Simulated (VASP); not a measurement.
# HfSn3 (Pm-3m) in VASP: further runs

The runs below take HfSn3 through single point, with r2SCAN.

All numbers are computed with VASP 6.6.1; they aren't measurements. Logs are shortened: lines on timing, memory, paths and dates and some standing lists are left out, and cuts for length are marked.

### 1 The cell of the first run

Symmetry: Pm-3m, No. 221, cubic system. Conventional cell: a = 4.555 Å, b = 4.555 Å, c = 4.555 Å, α = 90.00°, β = 90.00°, γ = 90.00°. Hf (site symmetry m-3m) has 12 Sn at 3.22 Å within 4.2 Å. Sn (site symmetry 4/mmm) has 4 Hf at 3.22 Å and 8 Sn at 3.22 Å within 4.2 Å.

### 2 Single point, r2SCAN

Input file POSCAR:

```
HfSn3
1.0
    4.5554080103      0.0000000000      0.0000000000
    0.0000000000      4.5554080103      0.0000000000
    0.0000000000      0.0000000000      4.5554080103
Hf Sn
1 3
Direct
    0.0000000000      0.0000000000      0.0000000000
    0.0000000000      0.5000000000      0.5000000000
    0.5000000000      0.0000000000      0.5000000000
    0.5000000000      0.5000000000      0.0000000000
```

Input file INCAR.step1:

```
SYSTEM = HfSn3
PREC = Accurate
ENCUT = 520
ISMEAR = 0
SIGMA = 0.1
LREAL = .FALSE.
LASPH = .TRUE.
NELM = 100
NBANDS = 34
GGA = PE
ALGO = Normal
EDIFF = 1E-4
LWAVE = .TRUE.
LCHARG = .FALSE.
```

Input file INCAR.step2:

```
SYSTEM = HfSn3
PREC = Accurate
ENCUT = 520
EDIFF = 1E-7
ISMEAR = 0
SIGMA = 0.1
LREAL = .FALSE.
LASPH = .TRUE.
NELM = 100
ALGO = Normal
ISIF = 2
LWAVE = .FALSE.
LCHARG = .FALSE.
METAGGA = R2SCAN
LMIXTAU = .TRUE.
NBANDS = 34
ISTART = 1
```

Input file KPOINTS:

```
Automatic mesh
0
G
  4 4 4
  0 0 0
```

Potentials or basis: VASP PAW PBE potentials, release 64 (Hf_pv, Sn_d).

Run with:

```sh
$ cat potpaw_PBE.64/Hf_pv/POTCAR potpaw_PBE.64/Sn_d/POTCAR > POTCAR
$ cp INCAR.step1 INCAR
$ mpirun -np 1 vasp_std > vasp.out
$ cp INCAR.step2 INCAR
$ mpirun -np 1 vasp_std > vasp.out
```

OUTCAR:

```text
SYSTEM = HfSn3
   PREC = Accurate
   ENCUT = 520
   EDIFF = 1E-7
   ISMEAR = 0
   LREAL = .FALSE.
   LASPH = .TRUE.
   NELM = 100
   ISIF = 2
   METAGGA = R2SCAN
   ISTART = 1

 ion  position               nearest neighbor table
   1  0.000  0.000  0.000-   2 3.22   3 3.22   4 3.22   2 3.22   3 3.22   2 3.22   4 3.22   2 3.22
                             3 3.22   4 3.22   3 3.22   4 3.22
   2  0.000  0.500  0.500-   1 3.22   3 3.22   4 3.22   1 3.22   4 3.22   1 3.22   3 3.22   1 3.22
                             3 3.22   4 3.22   4 3.22   3 3.22
   3  0.500  0.000  0.500-   1 3.22   2 3.22   4 3.22   1 3.22   4 3.22   2 3.22   4 3.22   4 3.22
                             1 3.22   2 3.22   1 3.22   2 3.22
   4  0.500  0.500  0.000-   1 3.22   2 3.22   3 3.22   2 3.22   3 3.22   1 3.22   3 3.22   3 3.22
                             1 3.22   2 3.22   2 3.22   1 3.22

  LATTYP: Found a simple cubic cell.
 ALAT       =     4.5554080103

  Lattice vectors:

 A1 = (   4.5554080103,   0.0000000000,   0.0000000000)
 A2 = (   0.0000000000,   4.5554080103,   0.0000000000)
 A3 = (   0.0000000000,   0.0000000000,   4.5554080103)

Analysis of symmetry for initial positions (statically):
=====================================================================
 Subroutine PRICEL returns:
 Original cell was already a primitive cell.

 Routine SETGRP: Setting up the symmetry group for a
 simple cubic supercell.

 Subroutine GETGRP returns: Found 48 space group operations
 (whereof 48 operations were pure point group operations)
 out of a pool of 48 trial point group operations.

The static configuration has the point symmetry O_h .

Analysis of symmetry for dynamics (positions and initial velocities):
=====================================================================
 Subroutine PRICEL returns:
 Original cell was already a primitive cell.

 Routine SETGRP: Setting up the symmetry group for a
 simple cubic supercell.

 Subroutine GETGRP returns: Found 48 space group operations
 (whereof 48 operations were pure point group operations)
 out of a pool of 48 trial point group operations.

The dynamic configuration has the point symmetry O_h .

 Subroutine INISYM returns: Found 48 space group operations
 (whereof 48 operations are pure point group operations),
 and found     1 'primitive' translations

----------------------------------------------------------------------------------------

                                     Primitive cell

  volume of cell :      94.5327

  direct lattice vectors                    reciprocal lattice vectors
     4.555408010  0.000000000  0.000000000     0.219519305  0.000000000  0.000000000
     0.000000000  4.555408010  0.000000000     0.000000000  0.219519305  0.000000000
     0.000000000  0.000000000  4.555408010     0.000000000  0.000000000  0.219519305

  length of vectors
     4.555408010  4.555408010  4.555408010     0.219519305  0.219519305  0.219519305

  position of ions in fractional coordinates (direct lattice)
     0.000000000  0.000000000  0.000000000
     0.000000000  0.500000000  0.500000000
     0.500000000  0.000000000  0.500000000
     0.500000000  0.500000000  0.000000000

  ion indices of the primitive-cell ions
   primitive index   ion index
                 1           1
                 2           2
                 3           3
                 4           4

----------------------------------------------------------------------------------------

 KPOINTS: Automatic mesh

Automatic generation of k-mesh.
 Grid dimensions read from file:
 generate k-points for:    4    4    4

 Generating k-lattice:

  Cartesian coordinates                     Fractional coordinates (reciprocal lattice)
     0.054879826  0.000000000  0.000000000     0.250000000  0.000000000  0.000000000
     0.000000000  0.054879826  0.000000000     0.000000000  0.250000000  0.000000000
     0.000000000  0.000000000  0.054879826     0.000000000  0.000000000  0.250000000

  Length of vectors
     0.054879826  0.054879826  0.054879826

  Shift w.r.t. Gamma in fractional coordinates (k-lattice)
     0.000000000  0.000000000  0.000000000

 Subroutine IBZKPT returns following result:
 ===========================================

 Found     10 irreducible k-points:

 Following reciprocal coordinates:
            Coordinates               Weight
  0.000000  0.000000  0.000000      1.000000
  0.250000  0.000000  0.000000      6.000000
  0.500000  0.000000  0.000000      3.000000
  0.250000  0.250000  0.000000     12.000000
  0.500000  0.250000  0.000000     12.000000
  0.500000  0.500000  0.000000      3.000000
  0.250000  0.250000  0.250000      8.000000
  0.500000  0.250000  0.250000     12.000000
  0.500000  0.500000  0.250000      6.000000
  0.500000  0.500000  0.500000      1.000000
   k-points           NKPTS =     10   k-points in BZ     NKDIM =     10   number of bands    NBANDS=     34
   number of dos      NEDOS =    301   number of ions     NIONS =      4
   total plane-waves  NPLWV =  46656
   dimension x,y,z NGX =    36 NGY =   36 NGZ =   36
   dimension x,y,z NGXF=    72 NGYF=   72 NGZF=   72
   ions per type =               1   3
   NGX,Y,Z   is equivalent  to a cutoff of  13.14, 13.14, 13.14 a.u.
   NGXF,Y,Z  is equivalent  to a cutoff of  26.28, 26.28, 26.28 a.u.
 SYSTEM =  HfSn3
   PREC   = accura    normal or accurate (medium, high low for compatibility)
   ISTART =      1    job   : 0-new  1-cont  2-samecut
   ICHARG =      0    charge: 1-file 2-atom 10-const
   ISPIN  =      1    spin polarized calculation?
   LNONCOLLINEAR =      F non collinear calculations
   LSORBIT =      F    spin-orbit coupling
   LASPH  =      T    aspherical Exc in radial PAW
   ENCUT  =  520.0 eV  38.22 Ry    6.18 a.u.   8.47  8.47  8.47*2*pi/ulx,y,z
   NELM   =    100;   NELMIN=  2; NELMDL=  0     # of ELM steps
   EDIFF  = 0.1E-06   stopping-criterion for ELM
   LREAL  =      F    real-space projection
   EDIFFG = 0.1E-05   stopping-criterion for IOM
   NSW    =      0    number of steps for IOM
   IBRION =     -1    ionic relax: 0-MD 1-quasi-New 2-CG
   NFREE  =      0    steps in history (QN), initial steepest desc. (CG)
   ISIF   =      2    stress and relaxation
   ISYM   =      2    0-nonsym 1-usesym 2-fastsym
   POTIM  = 0.5000    time-step for ionic-motion
   TEBEG  =    0.0;   TEEND  =   0.0 temperature during run
   PSTRESS=    0.0 pullay stress
   NELECT =      52.0000    total number of electrons
   NUPDOWN=      -1.0000    fix difference up-down
   EMIN   =  10.00;   EMAX   =-10.00  energy-range for DOS
   EFERMI =   0.00;   METHOD = LEGACY
   ISMEAR =     0;   SIGMA  =   0.10  broadening in eV -4-tet -1-fermi 0-gaus
   EFERMI_NEDOS =   21; number of points for ismear=-14 and -15
   IALGO  =     38    algorithm
   IMIX   =      4    mixing-type and parameters
     AMIX     =   0.40;   BMIX     =  1.00
     AMIX_MAG =   1.60;   BMIX_MAG =  1.00
  volume/ion in A,a.u.               =      23.63       159.48
  Fermi-wavevector in a.u.,A,eV,Ry     =   1.341370  2.534822 24.480610  1.799274
  Thomas-Fermi vector in A             =   2.469609
   LORBIT       =      0    0 simple, 1 ext, 2 COOP (PROOUT), +10 PAW based schemes
   METAGGA = R2SCAN    functional components
   LHFCALC =     F    Hartree Fock is set to
   AEXX    =    0.0000 exact exchange contribution
   IVDW    =     0    specifies the selected vdW correction
   LEPSILON=     F    determine dielectric tensor
   LRPA    =     F    only Hartree local field effects (RPA)
 non-spin polarized calculation
 Gauss-broadening in eV      SIGMA  =   0.10
  energy-cutoff  :      520.00
  volume of cell :       94.53
 maximum number of plane-waves:      2560
 NGX is ok and might be reduce to    36
   NGX = 17   NGY = 17   NGZ = 17

 number of electron      52.0000046 magnetization

 Free energy of the ion-electron system (eV)
  ---------------------------------------------------
  ext. energy  EPLUGINS =         0.00000000
  ---------------------------------------------------
  free energy    TOTEN  =      -118.75083725 eV

  energy without entropy =     -118.74165028  energy(sigma->0) =     -118.74624376

 E-fermi :   9.0113     XC(G=0): -12.0121

 val. band max:        8.9930448453   @ k =   0.5000   0.5000   0.2500
 cond. band min:       9.1779701426   @ k =   0.5000   0.2500   0.2500
 fundamental gap:      0.1849252973
 Fermi energy:         9.0112884782

 k-point     1 :       0.0000    0.0000    0.0000
  band No.  band energies     occupation
      1     -24.4245      2.00000
      2     -24.4245      2.00000
      3     -24.4245      2.00000
      4     -13.6415      2.00000
      5     -13.6368      2.00000
      6     -13.6368      2.00000
[... 26 lines left out ...]
     33      10.9988      0.00000
     34      13.7312      0.00000

 k-point     2 :       0.2500    0.0000    0.0000
  band No.  band energies     occupation
      1     -24.4297      2.00000
      2     -24.4247      2.00000
      3     -24.4247      2.00000
      4     -13.6300      2.00000
      5     -13.6075      2.00000
      6     -13.5848      2.00000
[... 26 lines left out ...]
     33      11.8930      0.00000
     34      13.2935      0.00000

 k-point     3 :       0.5000    0.0000    0.0000
  band No.  band energies     occupation
      1     -24.4349      2.00000
      2     -24.4249      2.00000
      3     -24.4249      2.00000
      4     -13.6228      2.00000
      5     -13.5557      2.00000
      6     -13.4700      2.00000
[... 26 lines left out ...]
     33      14.7289      0.00000
     34      15.3923      0.00000
[... 186 lines left out ...]
 k-point     9 :       0.5000    0.5000    0.2500
  band No.  band energies     occupation
      1     -24.4323      2.00000
      2     -24.4323      2.00000
      3     -24.4283      2.00000
      4     -13.5422      2.00000
      5     -13.5422      2.00000
      6     -13.5379      2.00000
[... 26 lines left out ...]
     33      14.5882      0.00000
     34      14.5882      0.00000

 k-point    10 :       0.5000    0.5000    0.5000
  band No.  band energies     occupation
      1     -24.4314      2.00000
      2     -24.4314      2.00000
      3     -24.4314      2.00000
      4     -13.5585      2.00000
      5     -13.5585      2.00000
      6     -13.5585      2.00000
[... 26 lines left out ...]
     33      15.7510      0.00000
     34      15.7636      0.00000

------------------------ aborting loop because EDIFF is reached ----------------------------------------

  FORCE on cell =-STRESS in cart. coord.  units (eV):
  Direction    XX          YY          ZZ          XY          YZ          ZX
  --------------------------------------------------------------------------------------
  -------------------------------------------------------------------------------------
  Total       -0.0225593     -0.0225593     -0.0225593      0.0000000      0.0000000      0.0000000
  in kB       -0.3823441     -0.3823441     -0.3823441      0.0000000      0.0000000      0.0000000
  external PRESSURE =      -0.3823441 kB  Pullay stress =       0.0000000 kB

 VOLUME and BASIS-vectors are now :
 -----------------------------------------------------------------------------
  energy-cutoff  :      520.00
  volume of cell :       94.53
      direct lattice vectors                 reciprocal lattice vectors
     4.555408010  0.000000000  0.000000000     0.219519305  0.000000000  0.000000000
     0.000000000  4.555408010  0.000000000     0.000000000  0.219519305  0.000000000
     0.000000000  0.000000000  4.555408010     0.000000000  0.000000000  0.219519305

 POSITION                                       TOTAL-FORCE (eV/Angst)
 -----------------------------------------------------------------------------------
      0.00000      0.00000      0.00000         0.000000      0.000000      0.000000
      0.00000      2.27770      2.27770         0.000000      0.000000      0.000000
      2.27770      0.00000      2.27770         0.000000      0.000000      0.000000
      2.27770      2.27770      0.00000         0.000000      0.000000      0.000000
 -----------------------------------------------------------------------------------
    total drift:                                0.000000      0.000000      0.000000

  FREE ENERGIE OF THE ION-ELECTRON SYSTEM (eV)
  ---------------------------------------------------
  free  energy   TOTEN  =      -118.7508372493 eV

  energy  without entropy=     -118.7416502769  energy(sigma->0) =     -118.74624376
```

Wall time 2.1 min (1 thread of Oxide Virtual Turin-like, shared host); peak memory 0.19 GiB.

What came out:

| Item | Value |
| --- | --- |
| Free energy | -118.7508 eV |
| Pressure | 0.0 GPa |
| Band gap on the k mesh | zero (bands 26 and 27 overlap by 1.06 eV) |

Caveat: the PAW data sets were made with another functional, which shifts forces and pressure a little; spin-orbit coupling is left out, which moves the levels of the heavy elements.

### 3 Single point, r2SCAN

This run uses another cell than the first one, of 23.84 Å³/atom.

Input file POSCAR:

```
HfSn3
1.0
    4.5686178803      0.0000000000      0.0000000000
    0.0000000000      4.5686178803      0.0000000000
    0.0000000000      0.0000000000      4.5686178803
Hf Sn
1 3
Direct
    0.0000000000      0.0000000000      0.0000000000
    0.0000000000      0.5000000000      0.5000000000
    0.5000000000      0.0000000000      0.5000000000
    0.5000000000      0.5000000000      0.0000000000
```

Input file INCAR.step1:

```
  PREC = Accurate
  ENCUT = 520
  ISMEAR = 0
  SIGMA = 0.1
  LREAL = F
  LASPH = T
  NELM = 80
  NBANDS = 34
  GGA = PE
  ALGO = Normal
  EDIFF = 1E-4
  LWAVE = T
  LCHARG = F
```

Input file INCAR.step2:

```
  PREC = Accurate
  ENCUT = 520
  EDIFF = 1E-6
  ISMEAR = 0
  SIGMA = 0.1
  LREAL = F
  LASPH = T
  NELM = 80
  ALGO = Normal
  ISIF = 2
  LWAVE = F
  LCHARG = F
  METAGGA = R2SCAN
  LMIXTAU = T
  NBANDS = 34
  ISTART = 1
```

Input file KPOINTS:

```
regular mesh
0
Gamma
  10 10 10
```

Potentials or basis: VASP PAW PBE potentials, release 64 (Hf_pv, Sn_d).

Run with:

```sh
$ cat potpaw_PBE.64/Hf_pv/POTCAR potpaw_PBE.64/Sn_d/POTCAR > POTCAR
$ cp INCAR.step1 INCAR
$ mpirun -np 1 vasp_std > vasp.out
$ cp INCAR.step2 INCAR
$ mpirun -np 1 vasp_std > vasp.out
```

Wall time 7.6 min (1 thread of Oxide Virtual Turin-like, shared host); peak memory 0.29 GiB.

Results (log left out):

| Quantity | Value |
| --- | --- |
| Free energy | -118.7850 eV |
| Pressure | -0.2 GPa |
| Band gap on the k mesh | zero (bands 26 and 27 overlap by 1.34 eV) |

Levels at points of the mesh, in eV from the Fermi level:
| k point | band 23 | band 24 | band 25 | band 26 | band 27 | band 28 | band 29 | band 30 |
| --- | --- | --- | --- | --- | --- | --- | --- | --- |
| (0.00, 0.00, 0.00) | -3.87 | -3.87 | 0.29 | 0.39 | 0.39 | 0.39 | 1.69 | 1.69 |
| (0.50, 0.00, 0.00) | -3.46 | -2.64 | -0.83 | -0.83 | -0.67 | 0.50 | 0.51 | 1.76 |
| (0.50, 0.50, 0.00) | -2.24 | -2.24 | -0.85 | -0.27 | 0.52 | 0.57 | 0.57 | 1.03 |
| (0.50, 0.50, 0.50) | -4.68 | -4.68 | -4.68 | -1.23 | 1.48 | 1.48 | 2.48 | 2.48 |

Caveat: the PAW data sets were made with another functional, which shifts forces and pressure a little; spin-orbit coupling is left out, which moves the levels of the heavy elements.

The gap in the log of VASP goes by the Fermi energy; the results here count the filled bands.